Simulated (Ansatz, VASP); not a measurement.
LiBr: VASP beside Ansatz

```
CELL_PARAMETERS angstrom
0.00000 2.73957 2.73957
2.73957 0.00000 2.73957
2.73957 2.73957 0.00000
ATOMIC_POSITIONS crystal
Li 0.00000 0.00000 0.00000
Br 0.50000 0.50000 0.50000
```

Alike in both runs: task single point; functional r2SCAN; k mesh 8 × 8 × 8; no spin polarisation.

|  | VASP | Ansatz |
| --- | --- | --- |
| version | VASP 6.6.1 | Ansatz 0.2.0 |
| potentials or method | VASP PAW PBE potentials, release 64 (Li_sv, Br) | plane waves, PAW |
| plane-wave cutoff (eV) | 830 | 500 |
| occupations | gaussian, width 0.01 eV | fixed |
| valence electrons in the cell | 10 | 10 |

|  | VASP | Ansatz | Ansatz less VASP |
| --- | --- | --- | --- |
| gap on the k mesh at the Fermi level (eV) | 5.93 | 5.88 | -0.051 |
| pressure (GPa) | -0.4 | 0.0 | +0.41 |

VASP's potentials were made for PBE, not for r2SCAN.
